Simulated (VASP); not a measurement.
# Tl5Ir (P-6m2) in VASP: a series of runs

Tl5Ir is run at these levels: PBE; tasks: single point, relaxation of cell and atoms.

Program: VASP 6.6.1. These are calculated values, not measurements. Logs are shortened: lines on timing, memory, paths and dates and some standing lists are left out, and cuts for length are marked.

## 1. The cell of the first run

The structure is hexagonal, space group P-6m2 (No. 187). Conventional cell: a = 3.206 Å, b = 3.206 Å, c = 17.879 Å, α = 90.00°, β = 90.00°, γ = 120.00°. Within 4.2 Å of Tl (site symmetry 3m) lie 3 Ir at 3.16 Å and 9 Tl at 3.21 to 3.69 Å. Tl (site symmetry 3m) has 12 Tl at 3.21 to 3.69 Å within 4.2 Å. Within 4.2 Å of Tl (site symmetry -6m2) lie 12 Tl at 3.21 to 3.69 Å. Ir (site symmetry -6m2) has 6 Tl at 3.16 Å and 6 Ir at 3.21 Å within 4.2 Å.

The cell was generated, and may not be a known phase.

## 2. Single point, PBE

The input, INCAR:

```
  PREC = Accurate
  ENCUT = 520
  EDIFF = 1E-7
  ISMEAR = 0
  SIGMA = 0.1
  LREAL = False
  LASPH = True
  NELM = 80
  ALGO = Normal
  ISIF = 2
  LWAVE = False
  LCHARG = False
  GGA = PE
  NBANDS = 46
```

The input, KPOINTS:

```
regular mesh
0
Gamma
  6 6 1
```

The input, POSCAR:

```
Tl5Ir
1.0
    3.2063251400      0.0000000000      0.0000000000
   -1.6031625700      2.7767590200      0.0000000000
    0.0000000000      0.0000000000     17.8794279000
Tl Ir
5 1
Direct
    0.3333333300      0.6666666700      0.1432778600
    0.6666666700      0.3333333300      0.3216389300
    0.3333333300      0.6666666700      0.5000000000
    0.6666666700      0.3333333300      0.6783610700
    0.3333333300      0.6666666700      0.8567221400
    0.0000000000      0.0000000000      0.0000000000
```

Potentials or basis: VASP PAW PBE potentials, release 64 (Tl_d, Ir).

Command:

```sh
$ cat potpaw_PBE.64/Tl_d/POTCAR potpaw_PBE.64/Ir/POTCAR > POTCAR
$ mpirun -np 1 vasp_std > vasp.out
```

OUTCAR:

```text
PREC = Accurate
   ENCUT = 520
   EDIFF = 1E-7
   ISMEAR = 0
   LREAL = False
   LASPH = True
   NELM = 80
   ISIF = 2
   GGA = PE

 ion  position               nearest neighbor table
   1  0.333  0.667  0.143-   6 3.16   6 3.16   6 3.16   2 3.69   2 3.69   2 3.69
   2  0.667  0.333  0.322-   1 3.69   3 3.69   1 3.69   3 3.69   1 3.69   3 3.69
   3  0.333  0.667  0.500-   2 3.69   4 3.69   2 3.69   4 3.69   2 3.69   4 3.69
   4  0.667  0.333  0.678-   3 3.69   5 3.69   3 3.69   5 3.69   3 3.69   5 3.69
   5  0.333  0.667  0.857-   6 3.16   6 3.16   6 3.16   4 3.69   4 3.69   4 3.69
   6  0.000  0.000  0.000-   1 3.16   5 3.16   1 3.16   5 3.16   1 3.16   5 3.16

  LATTYP: Found a hexagonal cell.
 ALAT       =     3.2063251400
 C/A-ratio  =     5.5762990712

  Lattice vectors:

 A1 = (   3.2063251400,   0.0000000000,   0.0000000000)
 A2 = (  -1.6031625700,   2.7767590200,   0.0000000000)
 A3 = (   0.0000000000,   0.0000000000,  17.8794279000)

Analysis of symmetry for initial positions (statically):
=====================================================================
 Subroutine PRICEL returns:
 Original cell was already a primitive cell.

 Routine SETGRP: Setting up the symmetry group for a
 hexagonal supercell.

 Subroutine GETGRP returns: Found 12 space group operations
 (whereof 12 operations were pure point group operations)
 out of a pool of 24 trial point group operations.

The static configuration has the point symmetry D_3h.

Analysis of symmetry for dynamics (positions and initial velocities):
=====================================================================
 Subroutine PRICEL returns:
 Original cell was already a primitive cell.

 Routine SETGRP: Setting up the symmetry group for a
 hexagonal supercell.

 Subroutine GETGRP returns: Found 12 space group operations
 (whereof 12 operations were pure point group operations)
 out of a pool of 24 trial point group operations.

The dynamic configuration has the point symmetry D_3h.

 Subroutine INISYM returns: Found 12 space group operations
 (whereof 12 operations are pure point group operations),
 and found     1 'primitive' translations

----------------------------------------------------------------------------------------

                                     Primitive cell

  volume of cell :     159.1840

  direct lattice vectors                    reciprocal lattice vectors
     3.206325140  0.000000000  0.000000000     0.311883529  0.180066040  0.000000000
    -1.603162570  2.776759020  0.000000000     0.000000000  0.360132079  0.000000000
     0.000000000  0.000000000 17.879427900     0.000000000  0.000000000  0.055930201

  length of vectors
     3.206325140  3.206325137 17.879427900     0.360132079  0.360132079  0.055930201

  position of ions in fractional coordinates (direct lattice)
     0.333333330  0.666666670  0.143277860
     0.666666670  0.333333330  0.321638930
     0.333333330  0.666666670  0.500000000
     0.666666670  0.333333330  0.678361070
     0.333333330  0.666666670  0.856722140
     0.000000000  0.000000000  0.000000000

  ion indices of the primitive-cell ions
   primitive index   ion index
                 1           1
                 2           2
                 3           3
                 4           4
                 5           5
                 6           6

----------------------------------------------------------------------------------------

 KPOINTS: regular mesh

Automatic generation of k-mesh.
 Grid dimensions read from file:
 generate k-points for:    6    6    1

 Generating k-lattice:

  Cartesian coordinates                     Fractional coordinates (reciprocal lattice)
     0.051980588  0.030011007  0.000000000     0.166666667  0.000000000  0.000000000
     0.000000000  0.060022013  0.000000000     0.000000000  0.166666667  0.000000000
     0.000000000  0.000000000  0.055930201     0.000000000  0.000000000  1.000000000

  Length of vectors
     0.060022013  0.060022013  0.055930201

  Shift w.r.t. Gamma in fractional coordinates (k-lattice)
     0.000000000  0.000000000  0.000000000

 Subroutine IBZKPT returns following result:
 ===========================================

 Found      7 irreducible k-points:

 Following reciprocal coordinates:
            Coordinates               Weight
  0.000000  0.000000  0.000000      1.000000
  0.166667  0.000000  0.000000      6.000000
  0.333333  0.000000  0.000000      6.000000
  0.500000  0.000000  0.000000      3.000000
  0.166667  0.166667  0.000000      6.000000
  0.333333  0.166667  0.000000     12.000000
  0.333333  0.333333  0.000000      2.000000
   k-points           NKPTS =      7   k-points in BZ     NKDIM =      7   number of bands    NBANDS=     46
   number of dos      NEDOS =    301   number of ions     NIONS =      6
   total plane-waves  NPLWV =  80640
   dimension x,y,z NGX =    24 NGY =   24 NGZ =  140
   dimension x,y,z NGXF=    48 NGYF=   48 NGZF=  280
   ions per type =               5   1
   NGX,Y,Z   is equivalent  to a cutoff of  12.44, 12.44, 13.02 a.u.
   NGXF,Y,Z  is equivalent  to a cutoff of  24.89, 24.89, 26.03 a.u.
 SYSTEM =  unknown system
   PREC   = accura    normal or accurate (medium, high low for compatibility)
   ISTART =      0    job   : 0-new  1-cont  2-samecut
   ICHARG =      2    charge: 1-file 2-atom 10-const
   ISPIN  =      1    spin polarized calculation?
   LNONCOLLINEAR =      F non collinear calculations
   LSORBIT =      F    spin-orbit coupling
   LASPH  =      T    aspherical Exc in radial PAW
   ENCUT  =  520.0 eV  38.22 Ry    6.18 a.u.   5.96  5.96 33.24*2*pi/ulx,y,z
   NELM   =     80;   NELMIN=  2; NELMDL= -5     # of ELM steps
   EDIFF  = 0.1E-06   stopping-criterion for ELM
   LREAL  =      F    real-space projection
   EDIFFG = 0.1E-05   stopping-criterion for IOM
   NSW    =      0    number of steps for IOM
   IBRION =     -1    ionic relax: 0-MD 1-quasi-New 2-CG
   NFREE  =      0    steps in history (QN), initial steepest desc. (CG)
   ISIF   =      2    stress and relaxation
   ISYM   =      2    0-nonsym 1-usesym 2-fastsym
   POTIM  = 0.5000    time-step for ionic-motion
   TEBEG  =    0.0;   TEEND  =   0.0 temperature during run
   PSTRESS=    0.0 pullay stress
   NELECT =      74.0000    total number of electrons
   NUPDOWN=      -1.0000    fix difference up-down
   EMIN   =  10.00;   EMAX   =-10.00  energy-range for DOS
   EFERMI =   0.00;   METHOD = LEGACY
   ISMEAR =     0;   SIGMA  =   0.10  broadening in eV -4-tet -1-fermi 0-gaus
   EFERMI_NEDOS =   21; number of points for ismear=-14 and -15
   IALGO  =     38    algorithm
   IMIX   =      4    mixing-type and parameters
     AMIX     =   0.40;   BMIX     =  1.00
     AMIX_MAG =   1.60;   BMIX_MAG =  1.00
  volume/ion in A,a.u.               =      26.53       179.04
  Fermi-wavevector in a.u.,A,eV,Ry     =   1.268194  2.396539 21.882460  1.608315
  Thomas-Fermi vector in A             =   2.401302
   LORBIT       =      0    0 simple, 1 ext, 2 COOP (PROOUT), +10 PAW based schemes
   GGA     = PE    functional components
   LHFCALC =     F    Hartree Fock is set to
   AEXX    =    0.0000 exact exchange contribution
   IVDW    =     0    specifies the selected vdW correction
   LEPSILON=     F    determine dielectric tensor
   LRPA    =     F    only Hartree local field effects (RPA)
 non-spin polarized calculation
 Gauss-broadening in eV      SIGMA  =   0.10
  energy-cutoff  :      520.00
  volume of cell :      159.18
 maximum number of plane-waves:      4332
 NGX is ok and might be reduce to    24
   NGX = 11   NGY = 11   NGZ = 67

 number of electron      73.9999977 magnetization

 Free energy of the ion-electron system (eV)
  ---------------------------------------------------
  ext. energy  EPLUGINS =         0.00000000
  ---------------------------------------------------
  free energy    TOTEN  =       -17.70469822 eV

  energy without entropy =      -17.68036343  energy(sigma->0) =      -17.69253083

 E-fermi :   6.6344     XC(G=0): -10.5158

 val. band max:        6.6082199390   @ k =   0.3333   0.3333   0.0000
 cond. band min:       6.6620591720   @ k =   0.3333   0.0000   0.0000
 fundamental gap:      0.0538392330
 Fermi energy:         6.6343767091

 k-point     1 :       0.0000    0.0000    0.0000
  band No.  band energies     occupation
      1      -5.5143      2.00000
      2      -5.5006      2.00000
      3      -5.4268      2.00000
      4      -5.3170      2.00000
      5      -5.3114      2.00000
      6      -5.2045      2.00000
[... 38 lines left out ...]
     45      17.8390      0.00000
     46      17.8390      0.00000

 k-point     2 :       0.1667    0.0000    0.0000
  band No.  band energies     occupation
      1      -5.4076      2.00000
      2      -5.3957      2.00000
      3      -5.3264      2.00000
      4      -5.2451      2.00000
      5      -5.2429      2.00000
      6      -5.2011      2.00000
[... 38 lines left out ...]
     45      14.5342      0.00000
     46      15.0482      0.00000

 k-point     3 :       0.3333    0.0000    0.0000
  band No.  band energies     occupation
      1      -5.5658      2.00000
      2      -5.5502      2.00000
      3      -5.4825      2.00000
      4      -5.4306      2.00000
      5      -5.4261      2.00000
      6      -5.1721      2.00000
[... 38 lines left out ...]
     45      12.5132      0.00000
     46      12.9248      0.00000

 k-point     4 :       0.5000    0.0000    0.0000
  band No.  band energies     occupation
      1      -5.6623      2.00000
      2      -5.6455      2.00000
      3      -5.5779      2.00000
      4      -5.5307      2.00000
      5      -5.5245      2.00000
      6      -5.2987      2.00000
[... 38 lines left out ...]
     45      10.9884      0.00000
     46      11.4212      0.00000

 k-point     5 :       0.1667    0.1667    0.0000
  band No.  band energies     occupation
      1      -5.3164      2.00000
      2      -5.3109      2.00000
      3      -5.2732      2.00000
      4      -5.2218      2.00000
      5      -5.2165      2.00000
      6      -5.1697      2.00000
[... 38 lines left out ...]
     45      12.1660      0.00000
     46      12.3377      0.00000

 k-point     6 :       0.3333    0.1667    0.0000
  band No.  band energies     occupation
      1      -5.4244      2.00000
      2      -5.4073      2.00000
      3      -5.3407      2.00000
      4      -5.2928      2.00000
      5      -5.2876      2.00000
      6      -5.2255      2.00000
[... 38 lines left out ...]
     45      10.1582      0.00000
     46      10.9018      0.00000

 k-point     7 :       0.3333    0.3333    0.0000
  band No.  band energies     occupation
      1      -5.1730      2.00000
      2      -5.1342      2.00000
      3      -5.1038      2.00000
      4      -5.0911      2.00000
      5      -5.0856      2.00000
      6      -5.0049      2.00000
[... 38 lines left out ...]
     45       8.2751      0.00000
     46      10.7163      0.00000

------------------------ aborting loop because EDIFF is reached ----------------------------------------

  FORCE on cell =-STRESS in cart. coord.  units (eV):
  Direction    XX          YY          ZZ          XY          YZ          ZX
  --------------------------------------------------------------------------------------
  -------------------------------------------------------------------------------------
  Total        2.0337937      2.0337937     -6.6958044      0.0000000      0.0000000      0.0000000
  in kB       20.4700131     20.4700131    -67.3928734      0.0000000      0.0000000      0.0000000
  external PRESSURE =      -8.8176157 kB  Pullay stress =       0.0000000 kB

 VOLUME and BASIS-vectors are now :
 -----------------------------------------------------------------------------
  energy-cutoff  :      520.00
  volume of cell :      159.18
      direct lattice vectors                 reciprocal lattice vectors
     3.206325140  0.000000000  0.000000000     0.311883529  0.180066040  0.000000000
    -1.603162570  2.776759020  0.000000000     0.000000000  0.360132079  0.000000000
     0.000000000  0.000000000 17.879427900     0.000000000  0.000000000  0.055930201

 POSITION                                       TOTAL-FORCE (eV/Angst)
 -----------------------------------------------------------------------------------
     -0.00000      1.85117      2.56173         0.000000     -0.000000     -1.026938
      1.60316      0.92559      5.75072         0.000000     -0.000000      0.110317
     -0.00000      1.85117      8.93971        -0.000000      0.000000      0.000000
      1.60316      0.92559     12.12871         0.000000     -0.000000     -0.110317
     -0.00000      1.85117     15.31770        -0.000000     -0.000000      1.026938
      0.00000      0.00000      0.00000        -0.000000      0.000000      0.000000
 -----------------------------------------------------------------------------------
    total drift:                                0.000009     -0.000005      0.000000

  FREE ENERGIE OF THE ION-ELECTRON SYSTEM (eV)
  ---------------------------------------------------
  free  energy   TOTEN  =       -17.7046982186 eV

  energy  without entropy=      -17.6803634319  energy(sigma->0) =      -17.69253083
```

Run time: 63 s. Hardware: 1 thread of Oxide Virtual Turin-like, shared host; peak memory 0.24 GiB.

What came out:

```yaml
Free_energy: -17.7047 eV
Pressure: -0.9 GPa
Largest_force: 1.027 eV/Å
Band_gap_on_the_k_mesh: zero (bands 37 and 38 overlap by 0.73 eV)
```

Forces on the atoms (eV/Å):
```
Tl   0.000  0.000 -1.027
Tl   0.000  0.000  0.110
Tl   0.000  0.000  0.000
Tl   0.000  0.000 -0.110
Tl   0.000  0.000  1.027
Ir   0.000  0.000  0.000
```

Levels at points of the mesh, in eV from the Fermi level:
```
           k point  band 35  band 36  band 37  band 38  band 39  band 40
(0.00, 0.00, 0.00)    -1.37    -0.27    -0.27    -0.16     0.65     4.30
(0.50, 0.00, 0.00)    -1.91    -1.52    -1.11    -0.70     0.28     0.64
```

Caveat: the k points lie up to 0.38 Å⁻¹ apart, too coarse for converged energies and pressures of a metal; spin-orbit coupling is left out, which moves the levels of the heavy elements; forces of over 1 eV/Å act on the atoms, so gaps and moduli don't describe the material at rest.

## 3. Single point, PBE

This run uses another cell than the first one, of 26.66 Å³/atom.

The input, INCAR:

```
PREC     = Accurate       # precision mode
ENCUT    = 520            # plane-wave cutoff, eV
EDIFF    = 1E-6           # SCF threshold, eV
ISMEAR   = 0              # smearing method
SIGMA    = 0.1            # smearing width, eV
LREAL    = F              # projectors in reciprocal space
LASPH    = T              # aspherical terms in the spheres
NELM     = 100            # most SCF steps
ALGO     = Normal         # electronic algorithm
ISIF     = 2              # what is computed and relaxed
LWAVE    = F              # write WAVECAR
LCHARG   = T              # write CHGCAR
GGA      = PE             # functional
LELF     = T              # ELF
LVHAR    = T            
NBANDS   = 46             # bands
```

KPOINTS is that of step 2.

The input, POSCAR:

```
Tl5Ir
1.0
    3.3922757745      0.0000000000      0.0000000000
   -1.6961378873      2.9377969974      0.0000000000
    0.0000000000      0.0000000000     16.0479871879
Tl Ir
5 1
Direct
    0.3333333333      0.6666666667      0.1306938200
    0.6666666667      0.3333333333      0.3135954583
    0.3333333333      0.6666666667      0.5000000000
    0.6666666667      0.3333333333      0.6864045417
    0.3333333333      0.6666666667      0.8693061800
    0.0000000000      0.0000000000      0.0000000000
```

Potentials or basis: VASP PAW PBE potentials, release 64 (Tl_d, Ir).

Command:

```sh
$ cat potpaw_PBE.64/Tl_d/POTCAR potpaw_PBE.64/Ir/POTCAR > POTCAR
$ mpirun -np 1 vasp_std > vasp.out
```

It took 68 s on 1 thread of Oxide Virtual Turin-like, shared host; peak memory 0.25 GiB.

Results (log left out):

```
Free energy            : -18.4683 eV
Pressure               : 0.0 GPa
Largest force          : 0.007 eV/Å
Band gap on the k mesh : zero (bands 37 and 38 overlap by 0.45 eV)
```

Forces in eV/Å, atoms in the order of the input:
```
Tl   0.000  0.000 -0.006
Tl   0.000  0.000 -0.007
Tl   0.000  0.000  0.000
Tl   0.000  0.000  0.007
Tl   0.000  0.000  0.006
Ir   0.000  0.000  0.000
```

Stress tensor (GPa, compression positive):
```
 0.03  0.00  0.00
 0.00  0.03  0.00
 0.00  0.00 -0.12
```

Levels at points of the mesh, in eV from the Fermi level:
```csv
k point,band 33,band 34,band 35,band 36,band 37,band 38,band 39,band 40,band 41,band 42
"(0.00, 0.00, 0.00)",-1.60,-1.60,-1.54,-0.86,-0.86,1.60,2.58,6.87,8.96,8.96
"(0.50, 0.00, 0.00)",-2.53,-1.83,-1.42,-1.32,-1.07,-0.41,0.03,0.75,1.47,2.77
```

Caveat: the k points lie up to 0.39 Å⁻¹ apart; spin-orbit coupling is left out, which moves the levels of the heavy elements.

## 4. Relaxation of cell and atoms, PBE

The input, INCAR:

```
SYSTEM = Tl5Ir
PREC = Accurate ; ENCUT = 600
EDIFF = 1E-6 ; ISMEAR = 0
SIGMA = 0.1 ; LREAL = .FALSE.
LASPH = .TRUE. ; NELM = 60
ALGO = Normal ; ISIF = 3
LWAVE = .FALSE. ; LCHARG = .FALSE.
GGA = PE ; IBRION = 2
NSW = 90 ; EDIFFG = -0.04
```

The input, KPOINTS:

```
Automatic mesh
0
G
  6 6 1
  0 0 0
```

The input, POSCAR:

```
Tl5Ir
1.0
    3.2063251400      0.0000000000      0.0000000000
   -1.6031625700      2.7767590200      0.0000000000
    0.0000000000      0.0000000000     17.8794279000
Tl Ir
5 1
Direct
    0.3333333300      0.6666666700      0.1432778600
    0.6666666700      0.3333333300      0.3216389300
    0.3333333300      0.6666666700      0.5000000000
    0.6666666700      0.3333333300      0.6783610700
    0.3333333300      0.6666666700      0.8567221400
    0.0000000000      0.0000000000      0.0000000000
```

Command:

```sh
$ cat potpaw_PBE.64/Tl_d/POTCAR potpaw_PBE.64/Ir/POTCAR > POTCAR
$ mpirun -np 1 vasp_std > vasp.out
```

It took 10 min on 1 thread of Oxide Virtual Turin-like, shared host; peak memory 0.33 GiB.

The run converged. Its results:

```
Free energy                           : -18.4648 eV
Relaxed volume                        : 26.84 Å³/atom
Relaxed cell                          : a = 3.397 Å, b = 3.397 Å, c = 16.121 Å, α = 90.00°, β = 90.00°, γ = 120.00°
Space group after relaxing (to 0.1 Å) : P-6m2 (No. 187)
Energy gained by relaxing             : 126.7 meV/atom
Ionic steps                           : 14
Pressure after relaxing               : -0.1 GPa
Largest force after relaxing          : 0.027 eV/Å
Band gap on the k mesh                : zero (bands 37 and 38 overlap by 0.42 eV)
```

Forces on the atoms (eV/Å):
```
Tl   0.000  0.000  0.027
Tl   0.000  0.000  0.000
Tl   0.000  0.000  0.000
Tl   0.000  0.000  0.000
Tl   0.000  0.000 -0.027
Ir   0.000  0.000  0.000
```

Stress tensor (GPa, compression positive):
```
-0.07  0.00  0.00
 0.00 -0.07  0.00
 0.00  0.00 -0.21
```

The path:
```csv
step,energy change (eV),largest force (eV/Å),pressure (GPa),volume (Å³)
1,0.0000,1.0273,-0.82,159.18
2,-0.4514,0.8470,-0.23,155.81
3,-0.6466,0.4837,1.23,152.51
4,-0.6546,0.2595,2.15,151.06
5,-0.6573,0.2654,1.95,151.41
6,-0.7120,0.3020,-0.39,159.08
7,-0.7121,0.3028,-0.42,159.22
8,-0.7298,0.2009,-0.15,159.23
9,-0.7420,0.1834,0.36,159.24
10,-0.7514,0.1213,-0.24,161.55
11,-0.7520,0.1034,-0.41,162.30
12,-0.7584,0.0879,-0.04,161.12
13,-0.7589,0.1103,0.11,160.67
14,-0.7602,0.0273,-0.12,161.06
```

Final structure:
```
Tl Ir
1.0
     3.39657    0.00000    0.00000
    -1.69829    2.94152    0.00000
     0.00000    0.00000   16.12051
Tl Ir
5 1
Direct
  0.33333 0.66667 0.12974
  0.66667 0.33333 0.31306
  0.33333 0.66667 0.50000
  0.66667 0.33333 0.68694
  0.33333 0.66667 0.87026
  0.00000 0.00000 0.00000
```

Levels at points of the mesh, in eV from the Fermi level:
| k point | band 34 | band 35 | band 36 | band 37 | band 38 | band 39 | band 40 | band 41 |
| --- | --- | --- | --- | --- | --- | --- | --- | --- |
| (0.00, 0.00, 0.00) | -1.60 | -1.53 | -0.87 | -0.87 | 1.55 | 2.52 | 6.74 | 8.96 |
| (0.50, 0.00, 0.00) | -1.83 | -1.41 | -1.32 | -1.07 | -0.40 | 0.02 | 0.74 | 1.45 |

Caveat: the k points lie up to 0.39 Å⁻¹ apart in the final cell; spin-orbit coupling is left out, which moves the levels of the heavy elements.

[end of part 1 of 2]

The gap in the log of VASP goes by the Fermi energy; the results here count the filled bands.